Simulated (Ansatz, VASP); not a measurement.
ZnSe: VASP beside Ansatz

```
Se Zn
1.0
     0.00000    2.83380    2.83380
     2.83380    0.00000    2.83380
     2.83380    2.83380    0.00000
Se Zn
1 1
Direct
  0.75000 0.75000 0.75000
  0.00000 0.00000 0.00000
```

Alike in both runs: task relaxation of cell and atoms; functional PBEsol; k mesh 8 × 8 × 8; occupations fermi-dirac, width 0.05 eV; no spin polarisation.

|  | VASP | Ansatz |
| --- | --- | --- |
| version | VASP 6.6.1 | Ansatz 0.2.0 |
| potentials or method | VASP PAW PBE potentials, release 64 (Se, Zn) | Ansatz PAW |
| plane-wave cutoff (eV) | 600 | 420 |
| valence electrons in the cell | 18 | 28 |

|  | VASP | Ansatz | Ansatz less VASP |
| --- | --- | --- | --- |
| gap on the k mesh at the Fermi level, each at its own relaxed structure (eV) | 1.23 | 1.24 | +0.011 |
| relaxed volume (Å³/atom) | 22.43 | 22.34 | -0.087 |
| relaxed cell length with the largest relative difference (Å) | 3.988 | 3.983 | -0.0051 |

VASP's potentials were made for PBE, not for PBEsol. VASP's potentials hold 18 valence electrons a cell and Ansatz's 28, so a difference there can come from the potentials and not from the codes.

Noted on Ansatz's run: the plane-wave basis is chosen anew once the cell has moved, so the energies of steps on either side of that aren't comparable.
